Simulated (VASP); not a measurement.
# Hf2Sb3 (Pm-3m) in VASP: further runs

Runs on Hf2Sb3. Level: PBE. Tasks: single point.

Everything below comes from runs of VASP 6.6.1. Logs are shortened: lines on timing, memory, paths and dates and some standing lists are left out, and cuts for length are marked.

### Step 1. The cell of the first run

The structure is cubic, space group Pm-3m (No. 221). Conventional cell: a = 4.990 Å, b = 4.990 Å, c = 4.990 Å, α = 90.00°, β = 90.00°, γ = 90.00°. Within 4.6 Å of Hf (site symmetry m-3m) lie 12 Sb at 3.53 Å and 8 Hf at 4.32 Å. Within 3.3 Å of Hf (site symmetry m-3m) lie 6 Sb at 2.50 Å. Sb (site symmetry 4/mmm) has 2 Hf at 2.50 Å within 3.3 Å.

### Step 2. Single point, PBE

Input file INCAR:

```
SYSTEM = Hf2Sb3
  ALGO = Normal
  EDIFF = 1E-6
  ENCUT = 520
  GGA = PE
  ISIF = 2
  ISMEAR = 0
  LASPH = .TRUE.
  LCHARG = .FALSE.
  LREAL = .FALSE.
  LWAVE = .FALSE.
  NBANDS = 26
  NELM = 80
  PREC = Accurate
  SIGMA = 0.1
```

Input file KPOINTS:

```
k-points
0
G
  4 4 4
  0 0 0
```

Input file POSCAR:

```
Hf2Sb3
1.0
    4.9900949800      0.0000000000      0.0000000000
    0.0000000000      4.9900949800      0.0000000000
    0.0000000000      0.0000000000      4.9900949800
Hf Sb
2 3
Direct
    0.5000000000      0.5000000000      0.5000000000
    0.0000000000      0.0000000000      0.0000000000
    0.5000000000      0.0000000000      0.0000000000
    0.0000000000      0.5000000000      0.0000000000
    0.0000000000      0.0000000000      0.5000000000
```

Potentials or basis: VASP PAW PBE potentials, release 64 (Hf_pv, Sb).

Command:

```
$ cat potpaw_PBE.64/Hf_pv/POTCAR potpaw_PBE.64/Sb/POTCAR > POTCAR
$ mpirun -np 1 vasp_std > vasp.out
```

OUTCAR:

```text
SYSTEM = Hf2Sb3
   EDIFF = 1E-6
   ENCUT = 520
   GGA = PE
   ISIF = 2
   ISMEAR = 0
   LASPH = .TRUE.
   LREAL = .FALSE.
   NELM = 80
   PREC = Accurate

 ion  position               nearest neighbor table
   1  0.500  0.500  0.500-   3 3.53   4 3.53   5 3.53   3 3.53   4 3.53   3 3.53   5 3.53   3 3.53
                             4 3.53   5 3.53   4 3.53   5 3.53
   2  0.000  0.000  0.000-   3 2.50   4 2.50   5 2.50   5 2.50   4 2.50   3 2.50
   3  0.500  0.000  0.000-   2 2.50   2 2.50   4 3.53   5 3.53   1 3.53   5 3.53   1 3.53   4 3.53
                             1 3.53   1 3.53   4 3.53   5 3.53   5 3.53   4 3.53
   4  0.000  0.500  0.000-   2 2.50   2 2.50   3 3.53   5 3.53   1 3.53   5 3.53   1 3.53   3 3.53
                             5 3.53   5 3.53   1 3.53   3 3.53   1 3.53   3 3.53
   5  0.000  0.000  0.500-   2 2.50   2 2.50   3 3.53   4 3.53   1 3.53   3 3.53   4 3.53   1 3.53
                             4 3.53   4 3.53   1 3.53   3 3.53   3 3.53   1 3.53

  LATTYP: Found a simple cubic cell.
 ALAT       =     4.9900949800

  Lattice vectors:

 A1 = (   4.9900949800,   0.0000000000,   0.0000000000)
 A2 = (   0.0000000000,   4.9900949800,   0.0000000000)
 A3 = (   0.0000000000,   0.0000000000,   4.9900949800)

Analysis of symmetry for initial positions (statically):
=====================================================================
 Subroutine PRICEL returns:
 Original cell was already a primitive cell.

 Routine SETGRP: Setting up the symmetry group for a
 simple cubic supercell.

 Subroutine GETGRP returns: Found 48 space group operations
 (whereof 48 operations were pure point group operations)
 out of a pool of 48 trial point group operations.

The static configuration has the point symmetry O_h .

Analysis of symmetry for dynamics (positions and initial velocities):
=====================================================================
 Subroutine PRICEL returns:
 Original cell was already a primitive cell.

 Routine SETGRP: Setting up the symmetry group for a
 simple cubic supercell.

 Subroutine GETGRP returns: Found 48 space group operations
 (whereof 48 operations were pure point group operations)
 out of a pool of 48 trial point group operations.

The dynamic configuration has the point symmetry O_h .

 Subroutine INISYM returns: Found 48 space group operations
 (whereof 48 operations are pure point group operations),
 and found     1 'primitive' translations

----------------------------------------------------------------------------------------

                                     Primitive cell

  volume of cell :     124.2586

  direct lattice vectors                    reciprocal lattice vectors
     4.990094980  0.000000000  0.000000000     0.200396987  0.000000000  0.000000000
     0.000000000  4.990094980  0.000000000     0.000000000  0.200396987  0.000000000
     0.000000000  0.000000000  4.990094980     0.000000000  0.000000000  0.200396987

  length of vectors
     4.990094980  4.990094980  4.990094980     0.200396987  0.200396987  0.200396987

  position of ions in fractional coordinates (direct lattice)
     0.500000000  0.500000000  0.500000000
     0.000000000  0.000000000  0.000000000
     0.500000000  0.000000000  0.000000000
     0.000000000  0.500000000  0.000000000
     0.000000000  0.000000000  0.500000000

  ion indices of the primitive-cell ions
   primitive index   ion index
                 1           1
                 2           2
                 3           3
                 4           4
                 5           5

----------------------------------------------------------------------------------------

 KPOINTS: k-points

Automatic generation of k-mesh.
 Grid dimensions read from file:
 generate k-points for:    4    4    4

 Generating k-lattice:

  Cartesian coordinates                     Fractional coordinates (reciprocal lattice)
     0.050099247  0.000000000  0.000000000     0.250000000  0.000000000  0.000000000
     0.000000000  0.050099247  0.000000000     0.000000000  0.250000000  0.000000000
     0.000000000  0.000000000  0.050099247     0.000000000  0.000000000  0.250000000

  Length of vectors
     0.050099247  0.050099247  0.050099247

  Shift w.r.t. Gamma in fractional coordinates (k-lattice)
     0.000000000  0.000000000  0.000000000

 Subroutine IBZKPT returns following result:
 ===========================================

 Found     10 irreducible k-points:

 Following reciprocal coordinates:
            Coordinates               Weight
  0.000000  0.000000  0.000000      1.000000
  0.250000  0.000000  0.000000      6.000000
  0.500000  0.000000  0.000000      3.000000
  0.250000  0.250000  0.000000     12.000000
  0.500000  0.250000  0.000000     12.000000
  0.500000  0.500000  0.000000      3.000000
  0.250000  0.250000  0.250000      8.000000
  0.500000  0.250000  0.250000     12.000000
  0.500000  0.500000  0.250000      6.000000
  0.500000  0.500000  0.500000      1.000000
   k-points           NKPTS =     10   k-points in BZ     NKDIM =     10   number of bands    NBANDS=     26
   number of dos      NEDOS =    301   number of ions     NIONS =      5
   total plane-waves  NPLWV =  64000
   dimension x,y,z NGX =    40 NGY =   40 NGZ =   40
   dimension x,y,z NGXF=    80 NGYF=   80 NGZF=   80
   ions per type =               2   3
   NGX,Y,Z   is equivalent  to a cutoff of  13.33, 13.33, 13.33 a.u.
   NGXF,Y,Z  is equivalent  to a cutoff of  26.65, 26.65, 26.65 a.u.
 SYSTEM =  Hf2Sb3
   PREC   = accura    normal or accurate (medium, high low for compatibility)
   ISTART =      0    job   : 0-new  1-cont  2-samecut
   ICHARG =      2    charge: 1-file 2-atom 10-const
   ISPIN  =      1    spin polarized calculation?
   LNONCOLLINEAR =      F non collinear calculations
   LSORBIT =      F    spin-orbit coupling
   LASPH  =      T    aspherical Exc in radial PAW
   ENCUT  =  520.0 eV  38.22 Ry    6.18 a.u.   9.28  9.28  9.28*2*pi/ulx,y,z
   NELM   =     80;   NELMIN=  2; NELMDL= -5     # of ELM steps
   EDIFF  = 0.1E-05   stopping-criterion for ELM
   LREAL  =      F    real-space projection
   EDIFFG = 0.1E-04   stopping-criterion for IOM
   NSW    =      0    number of steps for IOM
   IBRION =     -1    ionic relax: 0-MD 1-quasi-New 2-CG
   NFREE  =      0    steps in history (QN), initial steepest desc. (CG)
   ISIF   =      2    stress and relaxation
   ISYM   =      2    0-nonsym 1-usesym 2-fastsym
   POTIM  = 0.5000    time-step for ionic-motion
   TEBEG  =    0.0;   TEEND  =   0.0 temperature during run
   PSTRESS=    0.0 pullay stress
   NELECT =      35.0000    total number of electrons
   NUPDOWN=      -1.0000    fix difference up-down
   EMIN   =  10.00;   EMAX   =-10.00  energy-range for DOS
   EFERMI =   0.00;   METHOD = LEGACY
   ISMEAR =     0;   SIGMA  =   0.10  broadening in eV -4-tet -1-fermi 0-gaus
   EFERMI_NEDOS =   21; number of points for ismear=-14 and -15
   IALGO  =     38    algorithm
   IMIX   =      4    mixing-type and parameters
     AMIX     =   0.40;   BMIX     =  1.00
     AMIX_MAG =   1.60;   BMIX_MAG =  1.00
  volume/ion in A,a.u.               =      24.85       167.71
  Fermi-wavevector in a.u.,A,eV,Ry     =   1.073137  2.027936 15.668797  1.151624
  Thomas-Fermi vector in A             =   2.208928
   LORBIT       =      0    0 simple, 1 ext, 2 COOP (PROOUT), +10 PAW based schemes
   GGA     = PE    functional components
   LHFCALC =     F    Hartree Fock is set to
   AEXX    =    0.0000 exact exchange contribution
   IVDW    =     0    specifies the selected vdW correction
   LEPSILON=     F    determine dielectric tensor
   LRPA    =     F    only Hartree local field effects (RPA)
 non-spin polarized calculation
 Gauss-broadening in eV      SIGMA  =   0.10
  energy-cutoff  :      520.00
  volume of cell :      124.26
 maximum number of plane-waves:      3407
 NGX is ok and might be reduce to    40
   NGX = 19   NGY = 19   NGZ = 19

 number of electron      34.9999996 magnetization

 Free energy of the ion-electron system (eV)
  ---------------------------------------------------
  ext. energy  EPLUGINS =         0.00000000
  ---------------------------------------------------
  free energy    TOTEN  =       -26.70045391 eV

  energy without entropy =      -26.66368894  energy(sigma->0) =      -26.68207143

 E-fermi :   7.4196     XC(G=0): -10.4846

 val. band max:        7.3920163855   @ k =   0.5000   0.5000   0.2500
 cond. band min:       7.4306662266   @ k =   0.5000   0.5000   0.0000
 fundamental gap:      0.0386498411
 Fermi energy:         7.4196391391

 k-point     1 :       0.0000    0.0000    0.0000
  band No.  band energies     occupation
      1     -25.1177      2.00000
      2     -25.1177      2.00000
      3     -25.1177      2.00000
      4     -22.8781      2.00000
      5     -22.8781      2.00000
      6     -22.8781      2.00000
[... 18 lines left out ...]
     25       9.3877      0.00000
     26       9.3877      0.00000

 k-point     2 :       0.2500    0.0000    0.0000
  band No.  band energies     occupation
      1     -25.1186      2.00000
      2     -25.1176      2.00000
      3     -25.1176      2.00000
      4     -22.8764      2.00000
      5     -22.8764      2.00000
      6     -22.8644      2.00000
[... 18 lines left out ...]
     25       9.2674      0.00000
     26      10.2243      0.00000

 k-point     3 :       0.5000    0.0000    0.0000
  band No.  band energies     occupation
      1     -25.1195      2.00000
      2     -25.1174      2.00000
      3     -25.1174      2.00000
      4     -22.8748      2.00000
      5     -22.8748      2.00000
      6     -22.8506      2.00000
[... 166 lines left out ...]
 k-point     9 :       0.5000    0.5000    0.2500
  band No.  band energies     occupation
      1     -25.1193      2.00000
      2     -25.1193      2.00000
      3     -25.1181      2.00000
      4     -22.8576      2.00000
      5     -22.8454      2.00000
      6     -22.8454      2.00000
[... 18 lines left out ...]
     25      10.6177      0.00000
     26      10.9221      0.00000

 k-point    10 :       0.5000    0.5000    0.5000
  band No.  band energies     occupation
      1     -25.1191      2.00000
      2     -25.1191      2.00000
      3     -25.1191      2.00000
      4     -22.8438      2.00000
      5     -22.8438      2.00000
      6     -22.8438      2.00000
[... 18 lines left out ...]
     25      10.0782      0.00000
     26      10.0782      0.00000

------------------------ aborting loop because EDIFF is reached ----------------------------------------

  FORCE on cell =-STRESS in cart. coord.  units (eV):
  Direction    XX          YY          ZZ          XY          YZ          ZX
  --------------------------------------------------------------------------------------
  -------------------------------------------------------------------------------------
  Total       17.1803183     17.1803183     17.1803183      0.0000000     -0.0000000      0.0000000
  in kB      221.5212297    221.5212297    221.5212297      0.0000000     -0.0000000      0.0000000
  external PRESSURE =     221.5212297 kB  Pullay stress =       0.0000000 kB

 VOLUME and BASIS-vectors are now :
 -----------------------------------------------------------------------------
  energy-cutoff  :      520.00
  volume of cell :      124.26
      direct lattice vectors                 reciprocal lattice vectors
     4.990094980  0.000000000  0.000000000     0.200396987  0.000000000  0.000000000
     0.000000000  4.990094980  0.000000000     0.000000000  0.200396987  0.000000000
     0.000000000  0.000000000  4.990094980     0.000000000  0.000000000  0.200396987

 POSITION                                       TOTAL-FORCE (eV/Angst)
 -----------------------------------------------------------------------------------
      2.49505      2.49505      2.49505         0.000000      0.000000      0.000000
      0.00000      0.00000      0.00000         0.000000      0.000000      0.000000
      2.49505      0.00000      0.00000         0.000000      0.000000      0.000000
      0.00000      2.49505      0.00000         0.000000      0.000000      0.000000
      0.00000      0.00000      2.49505         0.000000      0.000000      0.000000
 -----------------------------------------------------------------------------------
    total drift:                               -0.000000      0.000000     -0.000000

  FREE ENERGIE OF THE ION-ELECTRON SYSTEM (eV)
  ---------------------------------------------------
  free  energy   TOTEN  =       -26.7004539080 eV

  energy  without entropy=      -26.6636889434  energy(sigma->0) =      -26.68207143
```

Wall time 38 s (1 thread of AMD EPYC 7R43 (Zen 3), shared host); peak memory 0.21 GiB.

Results:

```
Free energy : -26.7005 eV
Pressure    : 22.2 GPa
```

Caveat: spin-orbit coupling is left out, which moves the levels of the heavy elements.

### Step 3. Single point, PBE

This run uses another cell than the first one, of 31.78 Å³/atom, 1.279 times its volume.

Input file INCAR:

```
SYSTEM = Hf2Sb3
  PREC = Accurate
  ENCUT = 520
  EDIFF = 1E-7
  ISMEAR = 0
  SIGMA = 0.1
  LREAL = .False.
  LASPH = .True.
  NELM = 80
  ALGO = Normal
  ISIF = 2
  LWAVE = .False.
  LCHARG = .False.
  GGA = PE
  NBANDS = 26
```

Input file KPOINTS:

```
regular mesh
0
Gamma
  8 8 8
  0 0 0
```

Edit POSCAR of step 2 so:

```diff
@@ -2,5 +2,5 @@
 1.0
-    4.9900949800      0.0000000000      0.0000000000
-    0.0000000000      4.9900949800      0.0000000000
-    0.0000000000      0.0000000000      4.9900949800
+    5.4160894176      0.0000000000      0.0000000000
+    0.0000000000      5.4160894176      0.0000000000
+    0.0000000000      0.0000000000      5.4160894176
 Hf Sb
```

Potentials or basis: VASP PAW PBE potentials, release 64 (Hf_pv, Sb).

Command:

```
$ cat potpaw_PBE.64/Hf_pv/POTCAR potpaw_PBE.64/Sb/POTCAR > POTCAR
$ mpirun -np 1 vasp_std > vasp.out
```

OUTCAR:

```text
SYSTEM = Hf2Sb3
   PREC = Accurate
   ENCUT = 520
   EDIFF = 1E-7
   ISMEAR = 0
   LREAL = .False.
   LASPH = .True.
   NELM = 80
   ISIF = 2
   GGA = PE

 ion  position               nearest neighbor table
   1  0.500  0.500  0.500-
   2  0.000  0.000  0.000-   3 2.71   4 2.71   5 2.71   5 2.71   4 2.71   3 2.71
   3  0.500  0.000  0.000-   2 2.71   2 2.71
   4  0.000  0.500  0.000-   2 2.71   2 2.71
   5  0.000  0.000  0.500-   2 2.71   2 2.71

  LATTYP: Found a simple cubic cell.
 ALAT       =     5.4160894176

  Lattice vectors:

 A1 = (   5.4160894176,   0.0000000000,   0.0000000000)
 A2 = (   0.0000000000,   5.4160894176,   0.0000000000)
 A3 = (   0.0000000000,   0.0000000000,   5.4160894176)

Analysis of symmetry for initial positions (statically):
=====================================================================
 Subroutine PRICEL returns:
 Original cell was already a primitive cell.

 Routine SETGRP: Setting up the symmetry group for a
 simple cubic supercell.

 Subroutine GETGRP returns: Found 48 space group operations
[... 172 lines left out ...]

 val. band max:        4.9828699450   @ k =   0.5000   0.1250   0.1250
 cond. band min:       5.0206843925   @ k =   0.2500   0.1250   0.0000
 fundamental gap:      0.0378144475
 Fermi energy:         4.9863744549

 k-point     1 :       0.0000    0.0000    0.0000
  band No.  band energies     occupation
      1     -28.0332      2.00000
      2     -28.0332      2.00000
      3     -28.0332      2.00000
      4     -25.7357      2.00000
      5     -25.7357      2.00000
      6     -25.7357      2.00000
[... 685 lines left out ...]
     25       7.7249      0.00000
     26       8.0321      0.00000

 [... further k-points ...]

------------------------ aborting loop because EDIFF is reached ----------------------------------------

  FORCE on cell =-STRESS in cart. coord.  units (eV):
  Direction    XX          YY          ZZ          XY          YZ          ZX
  --------------------------------------------------------------------------------------
  -------------------------------------------------------------------------------------
  Total       -0.1251831     -0.1251831     -0.1251831     -0.0000000      0.0000000      0.0000000
  in kB       -1.2624053     -1.2624053     -1.2624053     -0.0000000      0.0000000      0.0000000
  external PRESSURE =      -1.2624053 kB  Pullay stress =       0.0000000 kB

 VOLUME and BASIS-vectors are now :
 -----------------------------------------------------------------------------
  energy-cutoff  :      520.00
  volume of cell :      158.88
      direct lattice vectors                 reciprocal lattice vectors
     5.416089418  0.000000000  0.000000000     0.184635061  0.000000000  0.000000000
     0.000000000  5.416089418  0.000000000     0.000000000  0.184635061  0.000000000
     0.000000000  0.000000000  5.416089418     0.000000000  0.000000000  0.184635061

 POSITION                                       TOTAL-FORCE (eV/Angst)
 -----------------------------------------------------------------------------------
      2.70804      2.70804      2.70804         0.000000      0.000000      0.000000
      0.00000      0.00000      0.00000         0.000000      0.000000      0.000000
      2.70804      0.00000      0.00000         0.000000      0.000000      0.000000
      0.00000      2.70804      0.00000         0.000000      0.000000      0.000000
      0.00000      0.00000      2.70804         0.000000      0.000000      0.000000
 -----------------------------------------------------------------------------------
    total drift:                               -0.000000      0.000000     -0.000000

  FREE ENERGIE OF THE ION-ELECTRON SYSTEM (eV)
  ---------------------------------------------------
  free  energy   TOTEN  =       -28.6922234405 eV

  energy  without entropy=      -28.6643642677  energy(sigma->0) =      -28.67829385
```

OSZICAR:

```text
N       E                     dE             d eps       ncg     rms          rms(c)
DAV:   1     0.153964904978E+03    0.15396E+03   -0.15274E+04  1980   0.111E+03
DAV:   2    -0.217688711983E+02   -0.17573E+03   -0.16873E+03  2210   0.245E+02
DAV:   3    -0.328748780137E+02   -0.11106E+02   -0.10827E+02  2310   0.493E+01
DAV:   4    -0.331277616662E+02   -0.25288E+00   -0.25052E+00  2392   0.843E+00
DAV:   5    -0.331349545738E+02   -0.71929E-02   -0.71832E-02  2588   0.141E+00    0.598E+01
DAV:   6    -0.289155118868E+02    0.42194E+01   -0.17410E+01  2582   0.880E+00    0.313E+01
DAV:   7    -0.295469889246E+02   -0.63148E+00   -0.11415E+01  2646   0.732E+00    0.185E+01
DAV:   8    -0.287409611488E+02    0.80603E+00   -0.40338E+00  2380   0.481E+00    0.178E+00
DAV:   9    -0.286961265260E+02    0.44835E-01   -0.60957E-01  2440   0.184E+00    0.136E+00
DAV:  10    -0.286938623388E+02    0.22642E-02   -0.21418E-02  2186   0.504E-01    0.106E+00
DAV:  11    -0.286989965946E+02   -0.51343E-02   -0.61058E-02  2358   0.611E-01    0.162E+00
DAV:  12    -0.286931767297E+02    0.58199E-02   -0.55029E-02  2302   0.489E-01    0.343E-01
DAV:  13    -0.286922323579E+02    0.94437E-03   -0.37757E-03  2226   0.165E-01    0.453E-02
DAV:  14    -0.286922296476E+02    0.27102E-05   -0.30843E-04  2458   0.531E-02    0.606E-02
DAV:  15    -0.286922245934E+02    0.50543E-05   -0.55412E-05  2408   0.191E-02    0.213E-02
DAV:  16    -0.286922232087E+02    0.13847E-05   -0.96762E-06  2326   0.851E-03    0.138E-02
DAV:  17    -0.286922233856E+02   -0.17694E-06   -0.46128E-07  2068   0.258E-03    0.747E-03
DAV:  18    -0.286922234405E+02   -0.54853E-07   -0.72250E-08  1200   0.113E-03
   1 F= -.28692223E+02 E0= -.28678294E+02  d E =-.278592E-01
```

Wall time 3.2 min (1 thread of AMD EPYC 7R43 (Zen 3), shared host); peak memory 0.28 GiB.

What came out:

```
Free energy : -28.6922 eV
Pressure    : -0.1 GPa
```

Levels at points of the mesh, in eV from the Fermi level:
```tsv
k point	band 15	band 16	band 17	band 18	band 19	band 20	band 21	band 22
(0.00, 0.00, 0.00)	-0.26	-0.26	-0.09	-0.09	-0.09	-0.02	-0.02	1.10
(0.50, 0.00, 0.00)	-2.23	-1.81	0.22	0.22	0.23	0.47	0.52	1.91
(0.50, 0.50, 0.00)	-1.42	-1.42	-1.40	-0.09	0.25	0.55	0.80	1.15
(0.50, 0.50, 0.50)	-2.49	-1.75	0.60	0.60	0.60	0.61	0.61	1.93
```

Caveat: spin-orbit coupling is left out, which moves the levels of the heavy elements.
